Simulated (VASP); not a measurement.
Write the native input for VASP 6.6.1 that does the following.

```yaml
Task: single point
Functional: PBE
Dispersion: D3(BJ)
Potentials_or_basis: VASP PAW PBE potentials, release 64 (Sn_d, O)
Cutoff: 520 eV
k_mesh: 7 × 7 × 1
Occupations: gaussian, width 0.05 eV
Spin: no spin polarisation
Dipole_correction: yes
Further_INCAR_settings: ALGO = Normal; EDIFF = 1e-06; NBANDS = 50
```

The structure of SnO lies in POSCAR:

```
SnO
1.0
    3.8205591572     -0.0000144285      0.0000000000
    0.0000145032      3.8205591572      0.0000000000
    0.0000000000      0.0000000000     22.2281056610
Sn O
4 4
Direct
    0.7499972356      0.2500027644      0.2024464014
    0.2499972356      0.7500027644      0.3088006209
    0.3749972356      1.1250027644      0.5000000000
    0.8749972356      0.6250027644      0.6063542196
    0.2499972356      0.2500027644      0.2556235111
    0.7499972356      0.7500027644      0.2556235111
    0.8749972356      1.1250027644      0.5531771098
    0.3749972356      0.6250027644      0.5531771098
```

One way to write it, as run:

INCAR

```
ALGO     = Normal         # electronic algorithm
DIPOL    = 0.5 0.5 0.404
EDIFF    = 1E-6           # SCF threshold, eV
ENCUT    = 520            # plane-wave cutoff, eV
GGA      = PE             # functional
IDIPOL   = 3            
ISIF     = 2              # what is computed and relaxed
ISMEAR   = 0              # smearing method
IVDW     = 12             # dispersion correction
LASPH    = True           # aspherical terms in the spheres
LCHARG   = False          # write CHGCAR
LDIPOL   = True         
LREAL    = False          # projectors in reciprocal space
LWAVE    = False          # write WAVECAR
NBANDS   = 50             # bands
NELM     = 80             # most SCF steps
PREC     = Accurate       # precision mode
SIGMA    = 0.05           # smearing width, eV
```

KPOINTS

```
k-points
0
Gamma
  7 7 1
```

Potentials or basis: VASP PAW PBE potentials, release 64 (Sn_d, O).

Command:

```console
$ cat potpaw_PBE.64/Sn_d/POTCAR potpaw_PBE.64/O/POTCAR > POTCAR
$ mpirun -np 1 vasp_std > vasp.out
```

Results of the run:

| Item | Value |
| --- | --- |
| Largest force | 0.126 eV/Å |
| Band gap on the k mesh | 2.54 eV, indirect (least direct gap 2.58 eV) |
| Dispersion energy per atom | -0.154 eV |

Caveat: spin-orbit coupling is left out, which moves the levels of the heavy elements.

It took 11 min on 1 thread of Intel(R) Xeon(R) Platinum 8375C CPU @ 2.90GHz (Ice Lake) (shared host), peak memory 0.52 GiB.
